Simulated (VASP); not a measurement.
Input of a VASP 6.6.1 run:

Contents of INCAR:

```
SYSTEM = AlN
PREC = Accurate
ENCUT = 600
EDIFF = 1E-6
ISMEAR = 0
SIGMA = 0.01
LREAL = .FALSE.
LASPH = .TRUE.
NELM = 120
ALGO = Normal
ISIF = 2
LWAVE = .FALSE.
LCHARG = .FALSE.
GGA = PE
NBANDS = 11
GGA_COMPAT = .FALSE.
```

KPOINTS

```
Automatic mesh
0
G
  7 7 7
  0 0 0
```

The input POSCAR:

```
AlN
1.0
    0.0000000000      1.9949108661      1.9949108661
    1.9949108661      0.0000000000      1.9949108661
    1.9949108661      1.9949108661      0.0000000000
Al N
1 1
Direct
    0.0000000000      0.0000000000      0.0000000000
    0.5000000000      0.5000000000      0.5000000000
```

Potentials or basis: VASP PAW PBE potentials, release 64 (Al, N).

Launch:

```console
$ cat potpaw_PBE.64/Al/POTCAR potpaw_PBE.64/N/POTCAR > POTCAR
$ mpirun -np 1 vasp_std > vasp.out
```

Problem. Estimate the band gap on the k mesh.

Solution. 5.32 eV, indirect (least direct gap 6.27 eV).

Problem. Predict the pressure.

Solution. 16.6 GPa.

A k mesh can miss the band edges. A hybrid or GW would open this gap; PBE tends to underestimate it.
